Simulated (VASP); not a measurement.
## TaN: single point with r2SCAN

The system is TaN.

```
Ta N
1.0
     3.13384    0.00000    0.00000
    -1.56692    2.71398    0.00000
     0.00000    0.00000    6.08922
Ta N
2 2
Direct
  0.33333 0.66667 0.03137
  0.66667 0.33333 0.53137
  0.33333 0.66667 0.35363
  0.66667 0.33333 0.85363
```

```yaml
Program: VASP 6.6.1
Task: single point
Functional: r2SCAN
Potentials_or_basis: VASP PAW PBE potentials, release 64 (Ta_pv, N)
Cutoff: 520 eV
k_mesh: 12 × 12 × 6
Occupations: gaussian, width 0.1 eV
Spin: no spin polarisation
```

- Pressure: 1.2 GPa
- Largest force: 0.046 eV/Å
- Band gap on the k mesh: zero (band 16 reaches 6.69 eV, above the bottom of band 17 at 6.50 eV)

Forces in eV/Å, atoms in the order of the input:
```
Ta   0.000  0.000 -0.046
Ta   0.000  0.000 -0.046
N    0.000  0.000  0.046
N    0.000  0.000  0.046
```

Stress tensor (GPa, compression positive):
```
0.91 0.00 0.00
0.00 0.91 0.00
0.00 0.00 1.65
```

Levels at points of the mesh, in eV from the Fermi level:
```tsv
k point	band 13	band 14	band 15	band 16	band 17	band 18	band 19	band 20
(0.00, 0.00, 0.00)	-4.78	-4.78	-0.88	-0.85	0.20	0.20	2.37	2.37
(0.50, 0.00, 0.00)	-5.14	-3.96	-2.43	-0.66	1.20	2.38	2.80	3.62
(0.00, 0.00, 0.50)	-5.30	-5.30	0.09	0.09	1.05	1.05	1.05	1.05
(0.50, 0.00, 0.50)	-5.10	-5.10	-1.07	-1.07	1.61	1.61	3.52	3.52
```

It took 3.1 min on 1 thread of Intel(R) Xeon(R) Platinum 8375C CPU @ 2.90GHz (Ice Lake) (shared host), peak memory 0.23 GiB.

Caveat: the PAW data sets were made with another functional, which shifts forces and pressure a little; spin-orbit coupling is left out, which moves the levels of the heavy elements.
